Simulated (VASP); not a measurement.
# NiO (Fm-3m) in VASP: further runs

NiO is run at these levels: r2SCAN; tasks: relaxation of cell and atoms, single point.

Everything below comes from runs of VASP 6.6.1. Logs are shortened: lines on timing, memory, paths and dates and some standing lists are left out, and cuts for length are marked.

### Step 1. The cell of the first run

The structure is cubic, space group Fm-3m (No. 225). The conventional cell has a = 4.186 Å, b = 4.186 Å, c = 4.186 Å, α = 90.00°, β = 90.00°, γ = 90.00°. Within 2.8 Å of Ni (site symmetry m-3m) lie 6 O at 2.09 Å. Within 2.8 Å of O (site symmetry m-3m) lie 6 Ni at 2.09 Å.

### Step 2. Relaxation of cell and atoms, r2SCAN, collinear spin, ferromagnetic start

Contents of POSCAR:

```
NiO
1.0
    0.0000000000      2.0931687937      2.0931687937
    2.0931687937      0.0000000000      2.0931687937
    2.0931687937      2.0931687937      0.0000000000
Ni O
1 1
Direct
    0.0000000000      0.0000000000      0.0000000000
    0.5000000000      0.5000000000      0.5000000000
```

Contents of INCAR.step1:

```
  ALGO = Normal
  EDIFF = 1E-5
  EDIFFG = -0.005
  ENCUT = 770
  GGA = PE
  GGA_COMPAT = F
  IBRION = 2
  ISIF = 3
  ISMEAR = 0
  ISPIN = 2
  LASPH = T
  LCHARG = F
  LMAXMIX = 4
  LREAL = F
  LWAVE = T
  MAGMOM = 1.84 0.31
  NELM = 200
  NELMIN = 4
  NSW = 100
  PREC = Accurate
  SIGMA = 0.02
```

Contents of INCAR.step2:

```
  ALGO = Normal
  EDIFF = 1E-7
  EDIFFG = -0.01
  ENCUT = 770
  GGA_COMPAT = F
  IBRION = 2
  ISIF = 3
  ISMEAR = 0
  ISPIN = 2
  ISTART = 1
  LASPH = T
  LCHARG = F
  LMAXMIX = 4
  LMIXTAU = T
  LORBIT = 11
  LREAL = F
  LWAVE = F
  MAGMOM = 1.84 0.31
  METAGGA = R2SCAN
  NELM = 200
  NELMIN = 4
  NSW = 100
  PREC = Accurate
  SIGMA = 0.02
```

Contents of KPOINTS:

```
k-points
0
Gamma
  12 12 12
```

Potentials or basis: VASP PAW PBE potentials, release 64 (Ni_sv_GW, O).

Run with:

```
$ cat potpaw_PBE.64/Ni_sv_GW/POTCAR potpaw_PBE.64/O/POTCAR > POTCAR
$ cp INCAR.step1 INCAR
$ mpirun -np 1 vasp_std > vasp.out
$ cp INCAR.step2 INCAR
$ mpirun -np 1 vasp_std > vasp.out
```

OUTCAR:

```text
EDIFF = 1E-7
   EDIFFG = -0.01
   ENCUT = 770
   IBRION = 2
   ISIF = 3
   ISMEAR = 0
   ISPIN = 2
   ISTART = 1
   LASPH = T
   LORBIT = 11
   LREAL = F
   METAGGA = R2SCAN
   NELM = 200
   NELMIN = 4
   NSW = 100
   PREC = Accurate

 ion  position               nearest neighbor table
   1  0.000  0.000  0.000-   2 2.09   2 2.09   2 2.09   2 2.09   2 2.09   2 2.09
   2  0.500  0.500  0.500-   1 2.09   1 2.09   1 2.09   1 2.09   1 2.09   1 2.09

  LATTYP: Found a face centered cubic cell.
 ALAT       =     4.1863375874

  Lattice vectors:

 A1 = (   0.0000000000,   2.0931687937,   2.0931687937)
 A2 = (   2.0931687937,   0.0000000000,   2.0931687937)
 A3 = (   2.0931687937,   2.0931687937,   0.0000000000)

Analysis of symmetry for initial positions (statically):
=====================================================================
 Subroutine PRICEL returns:
 Original cell was already a primitive cell.

 Routine SETGRP: Setting up the symmetry group for a
 face centered cubic supercell.

 Subroutine GETGRP returns: Found 48 space group operations
 (whereof 48 operations were pure point group operations)
 out of a pool of 48 trial point group operations.

The static configuration has the point symmetry O_h .

Analysis of symmetry for dynamics (positions and initial velocities):
=====================================================================
 Subroutine PRICEL returns:
 Original cell was already a primitive cell.

 Routine SETGRP: Setting up the symmetry group for a
 face centered cubic supercell.

 Subroutine GETGRP returns: Found 48 space group operations
 (whereof 48 operations were pure point group operations)
 out of a pool of 48 trial point group operations.

The dynamic configuration has the point symmetry O_h .

Analysis of structural, dynamic, and magnetic symmetry:
=====================================================================
 Subroutine PRICEL returns:
 Original cell was already a primitive cell.

 Routine SETGRP: Setting up the symmetry group for a
 face centered cubic supercell.

 Subroutine GETGRP returns: Found 48 space group operations
 (whereof 48 operations were pure point group operations)
 out of a pool of 48 trial point group operations.

The overall configuration has the point symmetry O_h .

 Subroutine INISYM returns: Found 48 space group operations
 (whereof 48 operations are pure point group operations),
 and found     1 'primitive' translations

----------------------------------------------------------------------------------------

                                     Primitive cell

  volume of cell :      18.3418

  direct lattice vectors                    reciprocal lattice vectors
     0.000000000  2.093168794  2.093168794    -0.238872279  0.238872279  0.238872279
     2.093168794  0.000000000  2.093168794     0.238872279 -0.238872279  0.238872279
     2.093168794  2.093168794  0.000000000     0.238872279  0.238872279 -0.238872279

  length of vectors
     2.960187696  2.960187696  2.960187696     0.413738924  0.413738924  0.413738924

  position of ions in fractional coordinates (direct lattice)
     0.000000000  0.000000000  0.000000000
     0.500000000  0.500000000  0.500000000

  ion indices of the primitive-cell ions
   primitive index   ion index
                 1           1
                 2           2

----------------------------------------------------------------------------------------

 KPOINTS: k-points

Automatic generation of k-mesh.
 Grid dimensions read from file:
 generate k-points for:   12   12   12

 Generating k-lattice:

  Cartesian coordinates                     Fractional coordinates (reciprocal lattice)
    -0.019906023  0.019906023  0.019906023     0.083333333  0.000000000  0.000000000
     0.019906023 -0.019906023  0.019906023     0.000000000  0.083333333  0.000000000
     0.019906023  0.019906023 -0.019906023     0.000000000  0.000000000  0.083333333

  Length of vectors
     0.034478244  0.034478244  0.034478244

  Shift w.r.t. Gamma in fractional coordinates (k-lattice)
     0.000000000  0.000000000  0.000000000

 Subroutine IBZKPT returns following result:
 ===========================================

 Found     72 irreducible k-points:

 Following reciprocal coordinates:
            Coordinates               Weight
  0.000000  0.000000  0.000000      1.000000
  0.083333  0.000000  0.000000      8.000000
  0.166667  0.000000  0.000000      8.000000
  0.250000  0.000000  0.000000      8.000000
  0.333333  0.000000  0.000000      8.000000
  0.416667  0.000000  0.000000      8.000000
[... 16 lines left out ...]
  0.500000  0.166667  0.000000     24.000000
 -0.416667  0.166667  0.000000     24.000000
 [... further k-points ...]
   k-points           NKPTS =     72   k-points in BZ     NKDIM =     72   number of bands    NBANDS=     17
   number of dos      NEDOS =    301   number of ions     NIONS =      2
   total plane-waves  NPLWV =  21952
   dimension x,y,z NGX =    28 NGY =   28 NGZ =   28
   dimension x,y,z NGXF=    56 NGYF=   56 NGZF=   56
   ions per type =               1   1
   NGX,Y,Z   is equivalent  to a cutoff of  15.72, 15.72, 15.72 a.u.
   NGXF,Y,Z  is equivalent  to a cutoff of  31.45, 31.45, 31.45 a.u.
 SYSTEM =  unknown system
   PREC   = accura    normal or accurate (medium, high low for compatibility)
   ISTART =      1    job   : 0-new  1-cont  2-samecut
   ICHARG =      0    charge: 1-file 2-atom 10-const
   ISPIN  =      2    spin polarized calculation?
   LNONCOLLINEAR =      F non collinear calculations
   LSORBIT =      F    spin-orbit coupling
   LASPH  =      T    aspherical Exc in radial PAW
   ENCUT  =  770.0 eV  56.59 Ry    7.52 a.u.   6.70  6.70  6.70*2*pi/ulx,y,z
   NELM   =    200;   NELMIN=  4; NELMDL=  0     # of ELM steps
   EDIFF  = 0.1E-06   stopping-criterion for ELM
   LREAL  =      F    real-space projection
   EDIFFG = -.1E-01   stopping-criterion for IOM
   NSW    =    100    number of steps for IOM
   IBRION =      2    ionic relax: 0-MD 1-quasi-New 2-CG
   NFREE  =      1    steps in history (QN), initial steepest desc. (CG)
   ISIF   =      3    stress and relaxation
   ISYM   =      2    0-nonsym 1-usesym 2-fastsym
   POTIM  = 0.5000    time-step for ionic-motion
   TEBEG  =    0.0;   TEEND  =   0.0 temperature during run
   PSTRESS=    0.0 pullay stress
   NELECT =      24.0000    total number of electrons
   NUPDOWN=      -1.0000    fix difference up-down
   EMIN   =  10.00;   EMAX   =-10.00  energy-range for DOS
   EFERMI =   0.00;   METHOD = LEGACY
   ISMEAR =     0;   SIGMA  =   0.02  broadening in eV -4-tet -1-fermi 0-gaus
   EFERMI_NEDOS =   21; number of points for ismear=-14 and -15
   IALGO  =     38    algorithm
   IMIX   =      4    mixing-type and parameters
     AMIX     =   0.40;   BMIX     =  1.00
     AMIX_MAG =   1.60;   BMIX_MAG =  1.00
  volume/ion in A,a.u.               =       9.17        61.89
  Fermi-wavevector in a.u.,A,eV,Ry     =   1.790596  3.383736 43.623473  3.206235
  Thomas-Fermi vector in A             =   2.853335
   LORBIT       =     11    0 simple, 1 ext, 2 COOP (PROOUT), +10 PAW based schemes
   METAGGA = R2SCAN    functional components
   LHFCALC =     F    Hartree Fock is set to
   AEXX    =    0.0000 exact exchange contribution
   IVDW    =     0    specifies the selected vdW correction
   LEPSILON=     F    determine dielectric tensor
   LRPA    =     F    only Hartree local field effects (RPA)
 conjugate gradient relaxation of ions
 spin polarized calculation
 Gauss-broadening in eV      SIGMA  =   0.02
  energy-cutoff  :      770.00
  volume of cell :       18.34
 maximum number of plane-waves:       911
   NGX = 13   NGY = 13   NGZ = 13

 number of electron      23.9999998 magnetization       1.9999996

 Free energy of the ion-electron system (eV)
  ---------------------------------------------------
  ext. energy  EPLUGINS =         0.00000000
  ---------------------------------------------------
  free energy    TOTEN  =       -21.11805529 eV

  energy without entropy =      -21.11805529  energy(sigma->0) =      -21.11805529

 E-fermi :   6.7910     XC(G=0): -13.7876

 val. band max:        6.4961443058   @ k =   0.5000   0.0000   0.0000
 cond. band min:       7.3410758933   @ k =   0.0000   0.0000   0.0000
 fundamental gap:      0.8449315875
 Fermi energy:         6.7909717115

 spin component 1

 k-point     1 :       0.0000    0.0000    0.0000
  band No.  band energies     occupation
      1    -102.2429      1.00000
      2     -61.1349      1.00000
      3     -61.1349      1.00000
      4     -61.1348      1.00000
      5     -14.5462      1.00000
      6       2.5312      1.00000
[... 9 lines left out ...]
     16      26.0690      0.00000
     17      26.0690      0.00000
[... 441 lines left out ...]
 k-point    24 :      -0.4167    0.1667    0.0000
  band No.  band energies     occupation
      1    -102.2401      1.00000
      2     -61.1592      1.00000
      3     -61.1433      1.00000
      4     -61.1396      1.00000
      5     -13.1830      1.00000
      6      -1.1818      1.00000
[... 9 lines left out ...]
     16      19.4789      0.00000
     17      21.9520      0.00000

 [... further k-points ...]

 spin component 2

 k-point     1 :       0.0000    0.0000    0.0000
  band No.  band energies     occupation
      1     -99.0822      1.00000
      2     -58.1254      1.00000
      3     -58.1254      1.00000
      4     -58.1191      1.00000
      5     -14.0354      1.00000
      6       4.3279      1.00000
[... 9 lines left out ...]
     16      26.4080      0.00000
     17      26.4080      0.00000
[... 441 lines left out ...]
 k-point    24 :      -0.4167    0.1667    0.0000
  band No.  band energies     occupation
      1     -99.0791      1.00000
      2     -58.1530      1.00000
      3     -58.1311      1.00000
      4     -58.1309      1.00000
      5     -12.5743      1.00000
      6      -0.7239      1.00000
[... 9 lines left out ...]
     16      19.9460      0.00000
     17      22.4398      0.00000

 [... further k-points ...]

------------------------ aborting loop because EDIFF is reached ----------------------------------------

  FORCE on cell =-STRESS in cart. coord.  units (eV):
  Direction    XX          YY          ZZ          XY          YZ          ZX
  --------------------------------------------------------------------------------------
  -------------------------------------------------------------------------------------
  Total       -0.0020944     -0.0020944     -0.0020944      0.0000000     -0.0000000      0.0000000
  in kB       -0.1829475     -0.1829475     -0.1829475      0.0000000     -0.0000000      0.0000000
  external PRESSURE =      -0.1829475 kB  Pullay stress =       0.0000000 kB

 VOLUME and BASIS-vectors are now :
 -----------------------------------------------------------------------------
  energy-cutoff  :      770.00
  volume of cell :       18.34
      direct lattice vectors                 reciprocal lattice vectors
     0.000000000  2.093168794  2.093168794    -0.238872279  0.238872279  0.238872279
     2.093168794  0.000000000  2.093168794     0.238872279 -0.238872279  0.238872279
     2.093168794  2.093168794  0.000000000     0.238872279  0.238872279 -0.238872279

 POSITION                                       TOTAL-FORCE (eV/Angst)
 -----------------------------------------------------------------------------------
      0.00000      0.00000      0.00000         0.000000     -0.000000      0.000000
      2.09317      2.09317      2.09317        -0.000000      0.000000     -0.000000
 -----------------------------------------------------------------------------------
    total drift:                               -0.000000      0.000000      0.000000

  FREE ENERGIE OF THE ION-ELECTRON SYSTEM (eV)
  ---------------------------------------------------
  free  energy   TOTEN  =       -21.1180552905 eV

  energy  without entropy=      -21.1180552905  energy(sigma->0) =      -21.11805529

 reached required accuracy - stopping structural energy minimisation

 total charge

# of ion       s       p       d       f       tot
--------------------------------------------------
    1        2.146   6.209   7.735   0.010  16.100
    2        1.550   3.499   0.000   0.000   5.049
--------------------------------------------------
tot          3.696   9.707   7.735   0.010  21.149

 magnetization (x)

# of ion       s       p       d       f       tot
--------------------------------------------------
    1        0.007   0.009   1.686   0.000   1.703
    2        0.028   0.239   0.000   0.000   0.267
--------------------------------------------------
tot          0.036   0.248   1.686   0.000   1.970
```

Run time: 5.1 min. Hardware: 1 thread of AMD EPYC 9R45 (Zen 5), shared host; peak memory 0.23 GiB.

What came out:

```
Free energy                                           : -21.1181 eV
Pressure after relaxing                               : 0.0 GPa
Band gap on the k mesh                                : 0.84 eV (least direct gap 1.86 eV)
Net moment                                            : 2.00 μB per cell
Site moments                                          : Ni +1.70; O +0.27 μB
Valence electrons inside the program's atomic spheres : Ni 16.10; O 5.05
```

Final structure:
```cif
data_structure
_symmetry_space_group_name_H-M 'P 1'
_symmetry_Int_Tables_number 1
_cell_length_a 2.9602
_cell_length_b 2.9602
_cell_length_c 2.9602
_cell_angle_alpha 60.000
_cell_angle_beta 60.000
_cell_angle_gamma 60.000
_cell_volume 18.34
loop_
_atom_site_label
_atom_site_type_symbol
_atom_site_fract_x
_atom_site_fract_y
_atom_site_fract_z
_atom_site_occupancy
Ni1 Ni 0.00000 0.00000 0.00000 1
O1 O 0.50000 0.50000 0.50000 1
```

Caveat: the relaxation stopped at its first step, so nothing moved; the PAW data sets were made with another functional, which shifts forces and pressure a little; a cell with one magnetic atom can't hold antiferromagnetic order, which such compounds often take.

(Continued in part 2 of 2.)
